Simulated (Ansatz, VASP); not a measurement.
## W in VASP and in Ansatz

Contents of INCAR:

```
PREC = Accurate ; ENCUT = 520
EDIFF = 1E-6 ; ISMEAR = -1
SIGMA = 0.4 ; LREAL = False
LASPH = True ; NELM = 60
ALGO = Fast ; ISIF = 2
LWAVE = False ; LCHARG = False
GGA = PE ; NBANDS = 13
```

The input KPOINTS:

```
Automatic mesh
0
Gamma
  20 20 20
```

The input POSCAR:

```
W
1.0
   -1.6372325000      1.6372325000      1.6372325000
    1.6372325000     -1.6372325000      1.6372325000
    1.6372325000      1.6372325000     -1.6372325000
W
1
Direct
    0.0000000000      0.0000000000      0.0000000000
```

Input for Ansatz:

```yaml
crystal:
  lattice:
    - [-1.6372325, 1.6372325, 1.6372325]
    - [1.6372325, -1.6372325, 1.6372325]
    - [1.6372325, 1.6372325, -1.6372325]
  atoms:
    - { symbol: W, position: [0.0, 0.0, 0.0] }
basis:
  ecutwfc: 420
kpoints:
  mp_grid: { grid: [20, 20, 20] }
hamiltonian:
  xc: pbe
scf:
  occupations: { method: fermi_dirac, width: 0.4 }
output:
  forces: true
  stress: true
  eigenvalues: true
```

Change from the starting cell: strain +0.025 along x and y, +0.025 along z, atoms carried along.

Alike in both runs: task single point; functional PBE; k mesh 20 × 20 × 20; occupations fermi-dirac, width 0.4 eV; no spin polarisation.

|  | VASP | Ansatz |
| --- | --- | --- |
| version | VASP 6.6.1 | Ansatz 0.2.0 |
| potentials or method | VASP PAW PBE potentials, release 64 (W_sv), cutoff 520 eV | scalar-relativistic, plane waves, PAW |
| valence electrons in the cell | 14 | 14 |

Ansatz gave:

* gap on the k mesh at the Fermi level (eV): none
* pressure (GPa): -19.7

Question: What did VASP give for the same quantities?

Answer: gap on the k mesh at the Fermi level (eV): none; pressure (GPa): -19.5.

A gap of «none» marks a metal or a gap that the smearing closes.

Neither program's run includes spin-orbit coupling.
